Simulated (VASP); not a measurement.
# AlN (P2_1) in VASP: a series of runs, part 2 of 2

VASP 6.6.1. The steps go on from the part before.

### Step 6. Single point, PBE (atoms displaced along a vibrational mode, the cell strained)

File INCAR:

```
PREC = Accurate ; ENCUT = 520
EDIFF = 1E-7 ; ISMEAR = 0
SIGMA = 0.05 ; LREAL = F
LASPH = T ; NELM = 80
ALGO = Normal ; ISIF = 2
LWAVE = F ; LCHARG = F
GGA = PE ; NBANDS = 16
```

File KPOINTS:

```
regular mesh
0
Gamma
  9 9 6
```

File POSCAR:

```
AlN
1.0
    3.1558670606      0.0000000000      0.0000000000
   -1.5779335303      2.7330610455      0.0000000000
    0.0000000000      0.0000000000      5.0585970347
Al N
2 2
Direct
    0.3052173201      0.6666666667      0.0017290859
    0.6947826799      0.3333333333      0.5017290859
    0.3582006313      0.6666666667      0.3832709141
    0.6417993687      0.3333333333      0.8832709141
```

Potentials or basis: VASP PAW PBE potentials, release 64 (Al, N).

On the command line:

```sh
> cat potpaw_PBE.64/Al/POTCAR potpaw_PBE.64/N/POTCAR > POTCAR
> mpirun -np 1 vasp_std > vasp.out
```

OUTCAR:

```text
PREC = Accurate
   ENCUT = 520
   EDIFF = 1E-7
   ISMEAR = 0
   LREAL = F
   LASPH = T
   NELM = 80
   ISIF = 2
   GGA = PE

 ion  position               nearest neighbor table
   1  0.305  0.667  0.002-   4 1.91   4 1.92   4 1.93   3 1.94   2 3.03   2 3.03   2 3.12   2 3.12
                             2 3.21   2 3.21
   2  0.695  0.333  0.502-   3 1.91   3 1.92   3 1.93   4 1.94   1 3.03   1 3.03   1 3.12   1 3.12
                             1 3.21   1 3.21
   3  0.358  0.667  0.383-   2 1.91   2 1.92   2 1.93   1 1.94
   4  0.642  0.333  0.883-   1 1.91   1 1.92   1 1.93   2 1.94

  LATTYP: Found a hexagonal cell.
 ALAT       =     3.1558670606
 C/A-ratio  =     1.6029182908

  Lattice vectors:

 A1 = (   3.1558670606,   0.0000000000,   0.0000000000)
 A2 = (  -1.5779335303,   2.7330610455,   0.0000000000)
 A3 = (   0.0000000000,   0.0000000000,   5.0585970347)

Analysis of symmetry for initial positions (statically):
=====================================================================
 Subroutine PRICEL returns:
 Original cell was already a primitive cell.

 Routine SETGRP: Setting up the symmetry group for a
 hexagonal supercell.

 Subroutine GETGRP returns: Found  2 space group operations
 (whereof  1 operations were pure point group operations)
 out of a pool of 24 trial point group operations.

The static configuration has the point symmetry C_1 .
 The point group associated with its full space group is C_2 .

Analysis of symmetry for dynamics (positions and initial velocities):
=====================================================================
 Subroutine PRICEL returns:
 Original cell was already a primitive cell.

 Routine SETGRP: Setting up the symmetry group for a
 hexagonal supercell.

 Subroutine GETGRP returns: Found  2 space group operations
 (whereof  1 operations were pure point group operations)
 out of a pool of 24 trial point group operations.

The dynamic configuration has the point symmetry C_1 .
 The point group associated with its full space group is C_2 .

 Subroutine INISYM returns: Found  2 space group operations
 (whereof  1 operations are pure point group operations),
 and found     1 'primitive' translations

----------------------------------------------------------------------------------------

                                     Primitive cell

  volume of cell :      43.6313

  direct lattice vectors                    reciprocal lattice vectors
     3.155867061  0.000000000  0.000000000     0.316870128  0.182945054  0.000000000
    -1.577933530  2.733061045  0.000000000     0.000000000  0.365890108  0.000000000
     0.000000000  0.000000000  5.058597035     0.000000000  0.000000000  0.197683269

  length of vectors
     3.155867061  3.155867061  5.058597035     0.365890108  0.365890108  0.197683269

  position of ions in fractional coordinates (direct lattice)
     0.305217320  0.666666667  0.001729086
     0.694782680  0.333333333  0.501729086
     0.358200631  0.666666667  0.383270914
     0.641799369  0.333333333  0.883270914

  ion indices of the primitive-cell ions
   primitive index   ion index
                 1           1
                 2           2
                 3           3
                 4           4

----------------------------------------------------------------------------------------

 KPOINTS: regular mesh

Automatic generation of k-mesh.
 Grid dimensions read from file:
 generate k-points for:    9    9    6

 Generating k-lattice:

  Cartesian coordinates                     Fractional coordinates (reciprocal lattice)
     0.035207792  0.020327228  0.000000000     0.111111111  0.000000000  0.000000000
     0.000000000  0.040654456  0.000000000     0.000000000  0.111111111  0.000000000
     0.000000000  0.000000000  0.032947212     0.000000000  0.000000000  0.166666667

  Length of vectors
     0.040654456  0.040654456  0.032947212

  Shift w.r.t. Gamma in fractional coordinates (k-lattice)
     0.000000000  0.000000000  0.000000000

 Subroutine IBZKPT returns following result:
 ===========================================

 Found    164 irreducible k-points:

 Following reciprocal coordinates:
            Coordinates               Weight
  0.000000  0.000000  0.000000      1.000000
  0.111111  0.000000  0.000000      2.000000
  0.000000  0.111111  0.000000      2.000000
 -0.111111  0.111111  0.000000      2.000000
  0.222222 -0.000000  0.000000      2.000000
  0.000000  0.222222  0.000000      2.000000
[... 16 lines left out ...]
  0.333333  0.111111  0.000000      2.000000
 -0.111111  0.444444  0.000000      2.000000
 [... further k-points ...]
   k-points           NKPTS =    164   k-points in BZ     NKDIM =    164   number of bands    NBANDS=     16
   number of dos      NEDOS =    301   number of ions     NIONS =      4
   total plane-waves  NPLWV =  23040
   dimension x,y,z NGX =    24 NGY =   24 NGZ =   40
   dimension x,y,z NGXF=    48 NGYF=   48 NGZF=   80
   ions per type =               2   2
   NGX,Y,Z   is equivalent  to a cutoff of  12.64, 12.64, 13.15 a.u.
   NGXF,Y,Z  is equivalent  to a cutoff of  25.29, 25.29, 26.29 a.u.
 SYSTEM =  unknown system
   PREC   = accura    normal or accurate (medium, high low for compatibility)
   ISTART =      0    job   : 0-new  1-cont  2-samecut
   ICHARG =      2    charge: 1-file 2-atom 10-const
   ISPIN  =      1    spin polarized calculation?
   LNONCOLLINEAR =      F non collinear calculations
   LSORBIT =      F    spin-orbit coupling
   LASPH  =      T    aspherical Exc in radial PAW
   ENCUT  =  520.0 eV  38.22 Ry    6.18 a.u.   5.87  5.87  9.41*2*pi/ulx,y,z
   NELM   =     80;   NELMIN=  2; NELMDL= -5     # of ELM steps
   EDIFF  = 0.1E-06   stopping-criterion for ELM
   LREAL  =      F    real-space projection
   EDIFFG = 0.1E-05   stopping-criterion for IOM
   NSW    =      0    number of steps for IOM
   IBRION =     -1    ionic relax: 0-MD 1-quasi-New 2-CG
   NFREE  =      0    steps in history (QN), initial steepest desc. (CG)
   ISIF   =      2    stress and relaxation
   ISYM   =      2    0-nonsym 1-usesym 2-fastsym
   POTIM  = 0.5000    time-step for ionic-motion
   TEBEG  =    0.0;   TEEND  =   0.0 temperature during run
   PSTRESS=    0.0 pullay stress
   NELECT =      16.0000    total number of electrons
   NUPDOWN=      -1.0000    fix difference up-down
   EMIN   =  10.00;   EMAX   =-10.00  energy-range for DOS
   EFERMI =   0.00;   METHOD = LEGACY
   ISMEAR =     0;   SIGMA  =   0.05  broadening in eV -4-tet -1-fermi 0-gaus
   EFERMI_NEDOS =   21; number of points for ismear=-14 and -15
   IALGO  =     38    algorithm
   IMIX   =      4    mixing-type and parameters
     AMIX     =   0.40;   BMIX     =  1.00
     AMIX_MAG =   1.60;   BMIX_MAG =  1.00
  volume/ion in A,a.u.               =      10.91        73.61
  Fermi-wavevector in a.u.,A,eV,Ry     =   1.171787  2.214357 18.681962  1.373085
  Thomas-Fermi vector in A             =   2.308226
   LORBIT       =      0    0 simple, 1 ext, 2 COOP (PROOUT), +10 PAW based schemes
   GGA     = PE    functional components
   LHFCALC =     F    Hartree Fock is set to
   AEXX    =    0.0000 exact exchange contribution
   IVDW    =     0    specifies the selected vdW correction
   LEPSILON=     F    determine dielectric tensor
   LRPA    =     F    only Hartree local field effects (RPA)
 non-spin polarized calculation
 Gauss-broadening in eV      SIGMA  =   0.05
  energy-cutoff  :      520.00
  volume of cell :       43.63
 maximum number of plane-waves:      1194
   NGX = 11   NGY = 11   NGZ = 19

 number of electron      16.0000000 magnetization

 Free energy of the ion-electron system (eV)
  ---------------------------------------------------
  ext. energy  EPLUGINS =         0.00000000
  ---------------------------------------------------
  free energy    TOTEN  =       -29.70231985 eV

  energy without entropy =      -29.70231985  energy(sigma->0) =      -29.70231985

 E-fermi :   6.0285     XC(G=0): -10.7263

 val. band max:        5.7863747993   @ k =   0.0000   0.0000   0.0000
 cond. band min:       9.5311387446   @ k =   0.0000   0.0000   0.0000
 fundamental gap:      3.7447639453
 Fermi energy:         6.0285059092

 k-point     1 :       0.0000    0.0000    0.0000
  band No.  band energies     occupation
      1      -9.1816      2.00000
      2      -7.1681      2.00000
      3      -0.0506      2.00000
      4       4.8800      2.00000
      5       4.9408      2.00000
      6       5.4122      2.00000
[... 433 lines left out ...]
      3       0.9906      2.00000
      4       1.9928      2.00000
      5       2.1205      2.00000
      6       3.4202      2.00000
[... 8 lines left out ...]
     15      17.8435      0.00000
     16      19.9290      0.00000

 [... further k-points ...]
[... 5 lines left out ...]
  --------------------------------------------------------------------------------------
  -------------------------------------------------------------------------------------
  Total       -1.5122696     -1.3190679     -1.1961503     -0.1171908      0.0000000      0.0000000
  in kB      -55.5317905    -48.4372658    -43.9236306     -4.3033414      0.0000000      0.0000000
  external PRESSURE =     -49.2975623 kB  Pullay stress =       0.0000000 kB

 VOLUME and BASIS-vectors are now :
 -----------------------------------------------------------------------------
  energy-cutoff  :      520.00
  volume of cell :       43.63
      direct lattice vectors                 reciprocal lattice vectors
     3.155867061  0.000000000  0.000000000     0.316870128  0.182945054  0.000000000
    -1.577933530  2.733061045  0.000000000     0.000000000  0.365890108  0.000000000
     0.000000000  0.000000000  5.058597035     0.000000000  0.000000000  0.197683269

 POSITION                                       TOTAL-FORCE (eV/Angst)
 -----------------------------------------------------------------------------------
     -0.08873      1.82204      0.00875         0.484062      0.033238      0.049174
      1.66666      0.91102      2.53805        -0.484062     -0.033238      0.049174
      0.07848      1.82204      1.93881        -0.240893      0.014143     -0.049174
      1.49946      0.91102      4.46811         0.240893     -0.014143     -0.049174
 -----------------------------------------------------------------------------------
    total drift:                               -0.000000     -0.000000      0.000264

  FREE ENERGIE OF THE ION-ELECTRON SYSTEM (eV)
  ---------------------------------------------------
  free  energy   TOTEN  =       -29.7023198545 eV

  energy  without entropy=      -29.7023198545  energy(sigma->0) =      -29.70231985
```

It took 2.3 min on 1 thread of Intel Xeon 8259CL, shared host; peak memory 0.23 GiB.

What came out:

```yaml
Free_energy: -29.7023 eV
Pressure: -4.9 GPa
Largest_force: 0.488 eV/Å
Band_gap_on_the_k_mesh: 3.74 eV
```

Forces in eV/Å, atoms in the order of the input:
```
Al   0.484  0.033  0.049
Al  -0.484 -0.033  0.049
N   -0.241  0.014 -0.049
N    0.241 -0.014 -0.049
```

Caveat: the cell differs from its parent crystal (atoms displaced along a vibrational mode, the cell strained); the cell stands under tension.

### Step 7. Summary

| cell | gap on the mesh (eV) | pressure (GPa) | largest force (eV/Å) |
| --- | --- | --- | --- |
| a = 3.052, b = 3.052, c = 4.892 Å, angles 90.0, 90.0, 120.0°, 4 atoms | 4.63 | 16.7 | 0.51 |
| a = 3.078, b = 3.078, c = 4.933 Å, angles 90.0, 90.0, 120.0°, 4 atoms | 4.40 | 10.4 | 0.50 |
| a = 3.104, b = 3.104, c = 4.975 Å, angles 90.0, 90.0, 120.0°, 4 atoms | 4.18 | 4.7 | 0.50 |
| a = 3.130, b = 3.130, c = 5.017 Å, angles 90.0, 90.0, 120.0°, 4 atoms | 3.96 | -0.4 | 0.49 |
| a = 3.156, b = 3.156, c = 5.059 Å, angles 90.0, 90.0, 120.0°, 4 atoms | 3.74 | -4.9 | 0.49 |

Alike in all rows: task single point; level PBE; potentials or basis VASP PAW PBE potentials, release 64 (Al, N); no spin polarisation; k mesh 9 × 9 × 6; cutoff (eV) 520; smearing gaussian 0.05 eV.

Caveats: the cell stands under pressure (at least some runs); an odd mesh through Γ misses points on the zone boundary, where band edges can lie (at least some runs); the cell stands under tension (at least some runs).

Total energies depend on the potentials used, so only differences within one code and one set of settings carry meaning.
